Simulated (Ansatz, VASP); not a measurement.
**Li2Rh: VASP beside Ansatz**

The input INCAR:

```
SYSTEM = Li2Rh
PREC = Accurate
ENCUT = 520
EDIFF = 1E-6
ISMEAR = 0
SIGMA = 0.1
LREAL = .False.
LASPH = .True.
NELM = 150
ALGO = Normal
ISIF = 2
LWAVE = .False.
LCHARG = .True.
ISPIN = 2
MAGMOM = 0 0 1
LORBIT = 11
LMAXMIX = 4
GGA = PE
LELF = .True.
LVHAR = .True.
NBANDS = 22
```

Contents of KPOINTS:

```
regular mesh
0
Gamma
  6 6 4
  0 0 0
```

The input POSCAR:

```
Li2Rh
1.0
    2.7225477000      0.0000000000      0.0000000000
   -1.3612739000      2.3577955000      0.0000000000
    0.0000000000      0.0000000000      6.8815441000
Li Rh
2 1
Direct
    0.3333333000      0.6666667000      0.3008300000
    0.6666667000      0.3333333000      0.6991700000
    0.0000000000      0.0000000000      0.0000000000
```

Input for Ansatz:

```yaml
crystal:
  lattice:
    - [2.7225477, 0.0, 0.0]
    - [-1.3612739, 2.3577955, 0.0]
    - [0.0, 0.0, 6.8815441]
  atoms:
    - { symbol: Li, position: [0.3333333, 0.6666667, 0.30083] }
    - { symbol: Li, position: [0.6666667, 0.3333333, 0.69917] }
    - { symbol: Rh, position: [0.0, 0.0, 0.0], spin: 1.0 }
basis:
  ecutwfc: 420
kpoints:
  mp_grid: { grid: [6, 6, 4] }
hamiltonian:
  xc: pbe
scf:
  occupations: { method: gaussian, width: 0.1 }
  lower_state_search: "off"
output:
  forces: true
  stress: true
  eigenvalues: true
  populations: true
magnetization:
  spin_polarized: true
```

Alike in both runs: task single point; functional PBE; k mesh 6 × 6 × 4; occupations gaussian, width 0.1 eV; collinear spin.

```csv
,VASP,Ansatz
version,VASP 6.6.1,Ansatz 0.2.0
potentials or method,"VASP PAW PBE potentials, release 64 (Li_sv, Rh_pv), cutoff 520 eV","scalar-relativistic, plane waves, PAW"
valence electrons in the cell,21,23
```

```tsv
	VASP	Ansatz	Ansatz less VASP
gap on the k mesh at the Fermi level (eV)	none	none	-
rms of the force components (eV/Å)	0.017	0.017	0.0000
net moment per atom (μB)	0.00	0.00	0.000
```

Atom by atom the forces differ by 0.000 eV/Å (rms over components). A gap of «none» marks a metal or a gap that the smearing closes. VASP's potentials hold 21 valence electrons a cell and Ansatz's 23, so a difference there can come from the potentials and not from the codes. Ansatz's warnings: seeded moment not kept.

The k mesh is coarse, so the values compare programs but aren't converged. Noted on VASP's run: the cutoff is under 1.25 times that of the potentials, so the pressure is a little rough.
